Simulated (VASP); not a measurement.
Wanted: the native input for a VASP 6.6.1 run.

- Task: single point
- Functional: PBEsol
- Potentials or basis: VASP PAW PBE potentials, release 64 (Ni)
- Cutoff: 520 eV
- k mesh: 15 × 11 × 15
- Occupations: fermi-dirac, width 0.05 eV
- Spin: collinear spin, ferromagnetic start
- Starting moments: [1.0, 1.0] μB
- Dipole correction: no
- Further INCAR settings: ALGO = Normal; EDIFF = 1e-06; NBANDS = 21

The structure of Ni lies in POSCAR:

```
Ni
1.0
   -1.7312125197      1.7312125197      0.0000000000
    0.0000000000      0.0000000000      3.4624250394
    1.7312125197      1.7312125197      0.0000000000
Ni
2
Direct
    0.0000000000      0.0000000000      0.0000000000
    0.5000000000      0.5000000000      0.5000000000
```

One way to write it, as run:

INCAR

```
SYSTEM = Ni
ALGO = Normal
EDIFF = 1E-6
ENCUT = 520
GGA = PS
ISIF = 2
ISMEAR = -1
ISPIN = 2
LASPH = .True.
LCHARG = .True.
LELF = .True.
LMAXMIX = 4
LORBIT = 11
LREAL = .False.
LVHAR = .True.
LWAVE = .False.
MAGMOM = 1 1
NBANDS = 21
NELM = 150
PREC = Accurate
SIGMA = 0.05
```

KPOINTS

```
k-points
0
Gamma
  15 11 15
  0 0 0
```

Potentials or basis: VASP PAW PBE potentials, release 64 (Ni).

The run is started by

```bash
$ cat potpaw_PBE.64/Ni/POTCAR > POTCAR
$ mpirun -np 1 vasp_std > vasp.out
```

Results of the run:

The pressure is 0.1 GPa, the net moment is 1.24 μB per cell and the site moments are Ni +0.63 μB. The valence electrons inside the program's atomic spheres are Ni 9.40.

Caveat: the PAW data sets were made with another functional, which shifts forces and pressure a little.

Wall time 110 s on 1 thread of Intel Xeon 6975P-C (shared host), peak memory 0.24 GiB.
